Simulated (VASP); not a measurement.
# InSe2 (P4/nmm) in VASP: further runs

Runs on InSe2. Level: PBE. Tasks: single point.

All numbers are computed with VASP 6.6.1; they aren't measurements. Logs are shortened: lines on timing, memory, paths and dates and some standing lists are left out, and cuts for length are marked.

## (1) The cell of the first run

The structure is tetragonal, space group P4/nmm (No. 129). Conventional cell: a = 3.732 Å, b = 3.732 Å, c = 10.511 Å, α = 90.00°, β = 90.00°, γ = 90.00°. Within 3.6 Å of In (site symmetry 4mm) lie 5 Se at 2.74 to 3.55 Å. Se (site symmetry 4mm) has 5 In at 2.74 to 3.55 Å within 3.6 Å. Within 3.5 Å of Se (site symmetry -4m2) lie 4 Se at 2.64 Å.

## (2) Single point, PBE (strain -0.040 along x and y, +0.080 along z)

INCAR

```
SYSTEM = InSe2
PREC     = Accurate       ! precision mode
ENCUT    = 520            ! plane-wave cutoff, eV
EDIFF    = 1E-6           ! SCF threshold, eV
ISMEAR   = 0              ! smearing method
SIGMA    = 0.15           ! smearing width, eV
LREAL    = .FALSE.        ! projectors in reciprocal space
LASPH    = .TRUE.         ! aspherical terms in the spheres
NELM     = 80             ! most SCF steps
ALGO     = Normal         ! electronic algorithm
ISIF     = 2              ! what is computed and relaxed
LWAVE    = .FALSE.        ! write WAVECAR
LCHARG   = .FALSE.        ! write CHGCAR
GGA      = PE             ! functional
NBANDS   = 34             ! bands
```

KPOINTS

```
regular mesh
0
G
  12 12 6
  0 0 0
```

POSCAR

```
InSe2
1.0
    3.7318975417      0.0000000000      0.0000000000
    0.0000000000      3.7318975417      0.0000000000
    0.0000000000      0.0000000000     10.5111377570
In Se
2 4
Direct
    0.0000000000      0.5000000000      0.7035851637
    0.5000000000      0.0000000000      0.2964148363
    0.0000000000      0.5000000000      0.3657877574
    0.5000000000      0.0000000000      0.6342122426
    0.0000000000      0.0000000000      0.0000000000
    0.5000000000      0.5000000000      0.0000000000
```

Potentials or basis: VASP PAW PBE potentials, release 64 (In_d, Se).

Started as:

```bash
cat potpaw_PBE.64/In_d/POTCAR potpaw_PBE.64/Se/POTCAR > POTCAR
mpirun -np 1 vasp_std > vasp.out
```

OUTCAR:

```text
SYSTEM = InSe2
   PREC = Accurate
   ENCUT = 520
   EDIFF = 1E-6
   ISMEAR = 0
   LREAL = .FALSE.
   LASPH = .TRUE.
   NELM = 80
   ISIF = 2
   GGA = PE

 ion  position               nearest neighbor table
   1  0.000  0.500  0.704-   4 2.74   4 2.74   4 2.74   4 2.74
   2  0.500  0.000  0.296-   3 2.74   3 2.74   3 2.74   3 2.74
   3  0.000  0.500  0.366-   2 2.74   2 2.74   2 2.74   2 2.74
   4  0.500  0.000  0.634-   1 2.74   1 2.74   1 2.74   1 2.74
   5  0.000  0.000  0.000-   6 2.64   6 2.64   6 2.64   6 2.64
   6  0.500  0.500  0.000-   5 2.64   5 2.64   5 2.64   5 2.64

  LATTYP: Found a simple tetragonal cell.
 ALAT       =     3.7318975417
 C/A-ratio  =     2.8165665428

  Lattice vectors:

 A1 = (   3.7318975417,   0.0000000000,   0.0000000000)
 A2 = (   0.0000000000,   3.7318975417,   0.0000000000)
 A3 = (   0.0000000000,   0.0000000000,  10.5111377570)

Analysis of symmetry for initial positions (statically):
=====================================================================
 Subroutine PRICEL returns:
 Original cell was already a primitive cell.

 Routine SETGRP: Setting up the symmetry group for a
 simple tetragonal supercell.

 Subroutine GETGRP returns: Found 16 space group operations
 (whereof  8 operations were pure point group operations)
 out of a pool of 16 trial point group operations.

The static configuration has the point symmetry D_2d.
 The point group associated with its full space group is D_4h.

Analysis of symmetry for dynamics (positions and initial velocities):
=====================================================================
 Subroutine PRICEL returns:
 Original cell was already a primitive cell.

 Routine SETGRP: Setting up the symmetry group for a
 simple tetragonal supercell.

 Subroutine GETGRP returns: Found 16 space group operations
 (whereof  8 operations were pure point group operations)
 out of a pool of 16 trial point group operations.

The dynamic configuration has the point symmetry D_2d.
 The point group associated with its full space group is D_4h.

 Subroutine INISYM returns: Found 16 space group operations
 (whereof  8 operations are pure point group operations),
 and found     1 'primitive' translations

----------------------------------------------------------------------------------------

                                     Primitive cell

  volume of cell :     146.3892

  direct lattice vectors                    reciprocal lattice vectors
     3.731897542  0.000000000  0.000000000     0.267960197  0.000000000  0.000000000
     0.000000000  3.731897542  0.000000000     0.000000000  0.267960197  0.000000000
     0.000000000  0.000000000 10.511137757     0.000000000  0.000000000  0.095137180

  length of vectors
     3.731897542  3.731897542 10.511137757     0.267960197  0.267960197  0.095137180

  position of ions in fractional coordinates (direct lattice)
     0.000000000  0.500000000  0.703585164
     0.500000000  0.000000000  0.296414836
     0.000000000  0.500000000  0.365787757
     0.500000000  0.000000000  0.634212243
     0.000000000  0.000000000  0.000000000
     0.500000000  0.500000000  0.000000000

  ion indices of the primitive-cell ions
   primitive index   ion index
                 1           1
                 2           2
                 3           3
                 4           4
                 5           5
                 6           6

----------------------------------------------------------------------------------------

 KPOINTS: regular mesh

Automatic generation of k-mesh.
 Grid dimensions read from file:
 generate k-points for:   12   12    6

 Generating k-lattice:

  Cartesian coordinates                     Fractional coordinates (reciprocal lattice)
     0.022330016  0.000000000  0.000000000     0.083333333  0.000000000  0.000000000
     0.000000000  0.022330016  0.000000000     0.000000000  0.083333333  0.000000000
     0.000000000  0.000000000  0.015856197     0.000000000  0.000000000  0.166666667

  Length of vectors
     0.022330016  0.022330016  0.015856197

  Shift w.r.t. Gamma in fractional coordinates (k-lattice)
     0.000000000  0.000000000  0.000000000

 Subroutine IBZKPT returns following result:
 ===========================================

 Found    112 irreducible k-points:

 Following reciprocal coordinates:
            Coordinates               Weight
  0.000000  0.000000  0.000000      1.000000
  0.083333  0.000000  0.000000      4.000000
  0.166667  0.000000  0.000000      4.000000
  0.250000  0.000000  0.000000      4.000000
  0.333333  0.000000  0.000000      4.000000
  0.416667  0.000000  0.000000      4.000000
[... 16 lines left out ...]
  0.333333  0.333333  0.000000      4.000000
  0.416667  0.333333  0.000000      8.000000
 [... further k-points ...]
   k-points           NKPTS =    112   k-points in BZ     NKDIM =    112   number of bands    NBANDS=     34
   number of dos      NEDOS =    301   number of ions     NIONS =      6
   total plane-waves  NPLWV =  62720
   dimension x,y,z NGX =    28 NGY =   28 NGZ =   80
   dimension x,y,z NGXF=    56 NGYF=   56 NGZF=  160
   ions per type =               2   4
   NGX,Y,Z   is equivalent  to a cutoff of  12.47, 12.47, 12.65 a.u.
   NGXF,Y,Z  is equivalent  to a cutoff of  24.95, 24.95, 25.31 a.u.
 SYSTEM =  InSe2
   PREC   = accura    normal or accurate (medium, high low for compatibility)
   ISTART =      0    job   : 0-new  1-cont  2-samecut
   ICHARG =      2    charge: 1-file 2-atom 10-const
   ISPIN  =      1    spin polarized calculation?
   LNONCOLLINEAR =      F non collinear calculations
   LSORBIT =      F    spin-orbit coupling
   LASPH  =      T    aspherical Exc in radial PAW
   ENCUT  =  520.0 eV  38.22 Ry    6.18 a.u.   6.94  6.94 19.54*2*pi/ulx,y,z
   NELM   =     80;   NELMIN=  2; NELMDL= -5     # of ELM steps
   EDIFF  = 0.1E-05   stopping-criterion for ELM
   LREAL  =      F    real-space projection
   EDIFFG = 0.1E-04   stopping-criterion for IOM
   NSW    =      0    number of steps for IOM
   IBRION =     -1    ionic relax: 0-MD 1-quasi-New 2-CG
   NFREE  =      0    steps in history (QN), initial steepest desc. (CG)
   ISIF   =      2    stress and relaxation
   ISYM   =      2    0-nonsym 1-usesym 2-fastsym
   POTIM  = 0.5000    time-step for ionic-motion
   TEBEG  =    0.0;   TEEND  =   0.0 temperature during run
   PSTRESS=    0.0 pullay stress
   NELECT =      50.0000    total number of electrons
   NUPDOWN=      -1.0000    fix difference up-down
   EMIN   =  10.00;   EMAX   =-10.00  energy-range for DOS
   EFERMI =   0.00;   METHOD = LEGACY
   ISMEAR =     0;   SIGMA  =   0.15  broadening in eV -4-tet -1-fermi 0-gaus
   EFERMI_NEDOS =   21; number of points for ismear=-14 and -15
   IALGO  =     38    algorithm
   IMIX   =      4    mixing-type and parameters
     AMIX     =   0.40;   BMIX     =  1.00
     AMIX_MAG =   1.60;   BMIX_MAG =  1.00
  volume/ion in A,a.u.               =      24.40       164.65
  Fermi-wavevector in a.u.,A,eV,Ry     =   1.144358  2.162522 17.817570  1.309554
  Thomas-Fermi vector in A             =   2.281050
   LORBIT       =      0    0 simple, 1 ext, 2 COOP (PROOUT), +10 PAW based schemes
   GGA     = PE    functional components
   LHFCALC =     F    Hartree Fock is set to
   AEXX    =    0.0000 exact exchange contribution
   IVDW    =     0    specifies the selected vdW correction
   LEPSILON=     F    determine dielectric tensor
   LRPA    =     F    only Hartree local field effects (RPA)
 non-spin polarized calculation
 Gauss-broadening in eV      SIGMA  =   0.15
  energy-cutoff  :      520.00
  volume of cell :      146.39
 maximum number of plane-waves:      3970
 NGX is ok and might be reduce to    28
   NGX = 13   NGY = 13   NGZ = 39

 number of electron      50.0000002 magnetization

 Free energy of the ion-electron system (eV)
  ---------------------------------------------------
  ext. energy  EPLUGINS =         0.00000000
  ---------------------------------------------------
  free energy    TOTEN  =       -19.96630933 eV

  energy without entropy =      -19.94258668  energy(sigma->0) =      -19.95444801

 E-fermi :   5.3783     XC(G=0):  -9.7811

 val. band max:        5.3712054457   @ k =   0.1667   0.0000   0.5000
 cond. band min:       5.3858487513   @ k =   0.3333   0.0000   0.1667
 fundamental gap:      0.0146433056
 Fermi energy:         5.3782685833

 k-point     1 :       0.0000    0.0000    0.0000
  band No.  band energies     occupation
      1     -10.4503      2.00000
      2      -9.8011      2.00000
      3      -9.7976      2.00000
      4      -9.4997      2.00000
      5      -9.4984      2.00000
      6      -9.4392      2.00000
[... 26 lines left out ...]
     33      11.1268      0.00000
     34      12.0674      0.00000

 k-point     2 :       0.0833    0.0000    0.0000
  band No.  band energies     occupation
      1     -10.3866      2.00000
      2      -9.7853      2.00000
      3      -9.7784      2.00000
      4      -9.4941      2.00000
      5      -9.4927      2.00000
      6      -9.4440      2.00000
[... 26 lines left out ...]
     33      11.1660      0.00000
     34      11.6393      0.00000

 k-point     3 :       0.1667    0.0000    0.0000
  band No.  band energies     occupation
      1     -10.1970      2.00000
      2      -9.7437      2.00000
      3      -9.7277      2.00000
      4      -9.4824      2.00000
      5      -9.4814      2.00000
      6      -9.4544      2.00000
[... 26 lines left out ...]
     33      10.8177      0.00000
     34      11.6331      0.00000

 k-point     4 :       0.2500    0.0000    0.0000
  band No.  band energies     occupation
      1      -9.8911      2.00000
      2      -9.6911      2.00000
      3      -9.6578      2.00000
      4      -9.4950      2.00000
      5      -9.4894      2.00000
      6      -9.4587      2.00000
[... 26 lines left out ...]
     33      10.9185      0.00000
     34      11.3854      0.00000

 k-point     5 :       0.3333    0.0000    0.0000
  band No.  band energies     occupation
      1      -9.6473      2.00000
      2      -9.6439      2.00000
      3      -9.5174      2.00000
      4      -9.5076      2.00000
      5      -9.4797      2.00000
      6      -9.4789      2.00000
[... 621 lines left out ...]
 k-point    22 :       0.5000    0.2500    0.0000
  band No.  band energies     occupation
      1      -9.8205      2.00000
      2      -9.8205      2.00000
      3      -9.5004      2.00000
      4      -9.5004      2.00000
      5      -9.4824      2.00000
      6      -9.4824      2.00000
[... 26 lines left out ...]
     33      11.0712      0.00000
     34      11.0712      0.00000

 k-point    23 :       0.3333    0.3333    0.0000
  band No.  band energies     occupation
      1      -9.8497      2.00000
      2      -9.8463      2.00000
      3      -9.4962      2.00000
      4      -9.4848      2.00000
      5      -9.4819      2.00000
      6      -9.4714      2.00000
[... 26 lines left out ...]
     33      11.2376      0.00000
     34      11.5694      0.00000

 k-point    24 :       0.4167    0.3333    0.0000
  band No.  band energies     occupation
      1      -9.8959      2.00000
      2      -9.8936      2.00000
      3      -9.4958      2.00000
      4      -9.4916      2.00000
      5      -9.4792      2.00000
      6      -9.4753      2.00000
[... 26 lines left out ...]
     33      11.1041      0.00000
     34      11.3652      0.00000

 [... further k-points ...]
[... 5 lines left out ...]
  --------------------------------------------------------------------------------------
  -------------------------------------------------------------------------------------
  Total        7.4658597      7.4658597     -1.6175547      0.0000000      0.0000000      0.0000000
  in kB       81.7111377     81.7111377    -17.7035520      0.0000000      0.0000000      0.0000000
  external PRESSURE =      48.5729078 kB  Pullay stress =       0.0000000 kB

 VOLUME and BASIS-vectors are now :
 -----------------------------------------------------------------------------
  energy-cutoff  :      520.00
  volume of cell :      146.39
      direct lattice vectors                 reciprocal lattice vectors
     3.731897542  0.000000000  0.000000000     0.267960197  0.000000000  0.000000000
     0.000000000  3.731897542  0.000000000     0.000000000  0.267960197  0.000000000
     0.000000000  0.000000000 10.511137757     0.000000000  0.000000000  0.095137180

 POSITION                                       TOTAL-FORCE (eV/Angst)
 -----------------------------------------------------------------------------------
      0.00000      1.86595      7.39548        -0.000000      0.000000      0.399285
      1.86595      0.00000      3.11566         0.000000      0.000000     -0.399285
      0.00000      1.86595      3.84485         0.000000      0.000000      0.030254
      1.86595      0.00000      6.66629         0.000000     -0.000000     -0.030254
      0.00000      0.00000      0.00000         0.000000      0.000000     -0.000000
      1.86595      1.86595      0.00000         0.000000     -0.000000     -0.000000
 -----------------------------------------------------------------------------------
    total drift:                                0.000000      0.000000     -0.000000

  FREE ENERGIE OF THE ION-ELECTRON SYSTEM (eV)
  ---------------------------------------------------
  free  energy   TOTEN  =       -19.9663093327 eV

  energy  without entropy=      -19.9425866805  energy(sigma->0) =      -19.95444801
```

Run time: 3.3 min. Hardware: 1 thread of Intel Xeon 6975P-C (Granite Rapids), shared host; peak memory 0.55 GiB.

What came out:

```
Free energy            : -19.9663 eV
Pressure               : 4.9 GPa
Largest force          : 0.399 eV/Å
Band gap on the k mesh : zero (band 25 reaches 6.04 eV, above the bottom of band 26 at 3.61 eV)
```

Forces in eV/Å, atoms in the order of the input:
```
In   0.000  0.000  0.399
In   0.000  0.000 -0.399
Se   0.000  0.000  0.030
Se   0.000  0.000 -0.030
Se   0.000  0.000  0.000
Se   0.000  0.000  0.000
```

Caveat: the cell differs from its parent crystal (strain -0.040 along x and y, +0.080 along z); spin-orbit coupling is left out, which moves the levels of the heavy elements.

## (3) Single point, PBE (strain +0.040 along x and y, -0.080 along z)

INCAR

```
ALGO = Normal
EDIFF = 1E-6
ENCUT = 520
GGA = PE
ISIF = 2
ISMEAR = 0
LASPH = T
LCHARG = F
LREAL = F
LWAVE = F
NBANDS = 34
NELM = 100
PREC = Accurate
SIGMA = 0.15
```

KPOINTS

```
k-points
0
Gamma
  12 12 6
```

Edit POSCAR of step 2 so:

```diff
@@ -2,5 +2,5 @@
 1.0
-    3.7318975417      0.0000000000      0.0000000000
-    0.0000000000      3.7318975417      0.0000000000
-    0.0000000000      0.0000000000     10.5111377570
+    4.0428890035      0.0000000000      0.0000000000
+    0.0000000000      4.0428890035      0.0000000000
+    0.0000000000      0.0000000000      8.9539321634
 In Se
```

Potentials or basis: VASP PAW PBE potentials, release 64 (In_d, Se).

Started as:

```bash
cat potpaw_PBE.64/In_d/POTCAR potpaw_PBE.64/Se/POTCAR > POTCAR
mpirun -np 1 vasp_std > vasp.out
```

It took 3 min on 1 thread of Intel Xeon 6975P-C (Granite Rapids), shared host; peak memory 0.55 GiB.

It converged, with:

| Item | Value |
| --- | --- |
| Free energy | -20.0275 eV |
| Pressure | -2.3 GPa |
| Largest force | 0.355 eV/Å |
| Band gap on the k mesh | zero (band 25 reaches 5.44 eV, above the bottom of band 26 at 3.62 eV) |

Forces in eV/Å, atoms in the order of the input:
```
In   0.000  0.000 -0.355
In   0.000  0.000  0.355
Se   0.000  0.000  0.027
Se   0.000  0.000 -0.027
Se   0.000  0.000  0.000
Se   0.000  0.000  0.000
```

Stress tensor (GPa, compression positive):
```
-4.51  0.00  0.00
 0.00 -4.51  0.00
 0.00  0.00  2.24
```

Levels at points of the mesh, in eV from the Fermi level:
| k point | band 21 | band 22 | band 23 | band 24 | band 25 | band 26 | band 27 | band 28 | band 29 | band 30 |
| --- | --- | --- | --- | --- | --- | --- | --- | --- | --- | --- |
| (0.00, 0.00, 0.00) | -2.14 | -1.99 | -1.31 | -1.31 | 0.03 | 0.80 | 2.36 | 2.36 | 3.99 | 4.83 |
| (0.50, 0.00, 0.00) | -1.71 | -1.71 | -0.95 | -0.95 | -0.80 | -0.80 | 1.90 | 1.90 | 3.26 | 3.26 |
| (0.50, 0.50, 0.00) | -3.53 | -3.53 | -0.98 | -0.98 | -0.45 | -0.45 | 3.30 | 3.30 | 3.72 | 3.72 |
| (0.00, 0.00, 0.50) | -2.28 | -1.18 | -1.18 | -0.16 | 0.03 | 1.00 | 2.36 | 2.36 | 2.78 | 3.77 |
| (0.50, 0.00, 0.50) | -1.64 | -1.64 | -0.84 | -0.84 | -0.28 | -0.28 | 1.43 | 1.43 | 3.59 | 3.59 |
| (0.50, 0.50, 0.50) | -3.06 | -3.06 | -1.45 | -1.45 | -1.14 | -1.14 | 3.72 | 3.72 | 4.54 | 4.54 |

Caveat: the cell differs from its parent crystal (strain +0.040 along x and y, -0.080 along z); spin-orbit coupling is left out, which moves the levels of the heavy elements.

(Continued in part 2 of 2.)
